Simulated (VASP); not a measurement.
Input of a VASP 6.6.1 run:

The input POSCAR:

```
P
1.0
   -1.6915100000      2.5151650000      1.8589440000
    1.6915100000     -2.5151650000      1.8589440000
    1.6915100000      2.5151650000     -1.8589440000
P
2
Direct
    0.8033090000      0.0533090000      0.7500000000
    0.1966910000      0.9466910000      0.2500000000
```

Contents of INCAR.step1:

```
SYSTEM = P
PREC = Accurate
ENCUT = 520
ISMEAR = -1
SIGMA = 0.05
LREAL = .FALSE.
LASPH = .TRUE.
NELM = 100
NBANDS = 12
GGA = PE
ALGO = Normal
EDIFF = 1E-4
LWAVE = .TRUE.
LCHARG = .FALSE.
```

File INCAR.step2:

```
SYSTEM = P
PREC = Accurate
ENCUT = 520
EDIFF = 1E-6
ISMEAR = -1
SIGMA = 0.05
LREAL = .FALSE.
LASPH = .TRUE.
NELM = 100
ALGO = Normal
ISIF = 2
LWAVE = .FALSE.
LCHARG = .TRUE.
METAGGA = R2SCAN
LMIXTAU = .TRUE.
LELF = .TRUE.
LVHAR = .TRUE.
NBANDS = 12
ISTART = 1
```

File KPOINTS:

```
regular mesh
0
G
  8 8 8
  0 0 0
```

Potentials or basis: VASP PAW PBE potentials, release 64 (P).

The run is started by

```sh
$ cat potpaw_PBE.64/P/POTCAR > POTCAR
$ cp INCAR.step1 INCAR
$ mpirun -np 1 vasp_std > vasp.out
$ cp INCAR.step2 INCAR
$ mpirun -np 1 vasp_std > vasp.out
```

Q: What does it give for the pressure?

A: 1.0 GPa.

Q: What does it give for the band gap on the k mesh?

A: Zero (band 5 reaches 9.40 eV, above the bottom of band 6 at 8.71 eV).

Stress tensor (GPa, compression positive):
```
0.77 0.00 0.00
0.00 1.73 0.00
0.00 0.00 0.58
```

Caveat: the PAW data sets were made with another functional, which shifts forces and pressure a little.
